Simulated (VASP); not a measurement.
A run of VASP 6.6.1 is set up as follows.

File INCAR:

```
  PREC = Accurate
  ENCUT = 520
  EDIFF = 1E-6
  ISMEAR = -1
  SIGMA = 0.1
  LREAL = False
  LASPH = True
  NELM = 60
  ALGO = Normal
  ISIF = 2
  LWAVE = False
  LCHARG = True
  LELF = True
  LVHAR = True
  NBANDS = 25
```

The input KPOINTS:

```
regular mesh
0
Gamma
  10 10 6
```

POSCAR

```
CuO
1.0
    2.3802478082     -1.7393590854      0.0000000000
    2.3802478082      1.7393590854      0.0000000000
   -0.8639643460      0.0000000000      5.1407996248
Cu O
2 2
Direct
    0.0000000000      0.5000000000      0.0000000000
    0.5000000000      0.0000000000      0.5000000000
    0.5816000000      0.4184000000      0.2500000000
    0.4184000000      0.5816000000      0.7500000000
```

Potentials or basis: VASP PAW LDA potentials, release 64 (Cu, O).

Command:

```bash
$ cat potpaw_LDA.64/Cu/POTCAR potpaw_LDA.64/O/POTCAR > POTCAR
$ mpirun -np 1 vasp_std > vasp.out
```

Question: What does it give for the largest force?

Answer: 0.560 eV/Å.

Question: Estimate the band gap on the k mesh.

Answer: Zero (band 17 reaches 5.01 eV, above the bottom of band 18 at 4.29 eV).

Forces in eV/Å, atoms in the order of the input:
```
Cu   0.000  0.000  0.000
Cu   0.000  0.000  0.000
O    0.000  0.560  0.000
O    0.000 -0.560  0.000
```

Caveat: semilocal functionals often make such compounds metallic where correlation or magnetic order opens a gap, which also shifts bond lengths. With open d or f shells a metallic result of LDA can be an artefact of self-interaction; +U or a hybrid may open a gap.
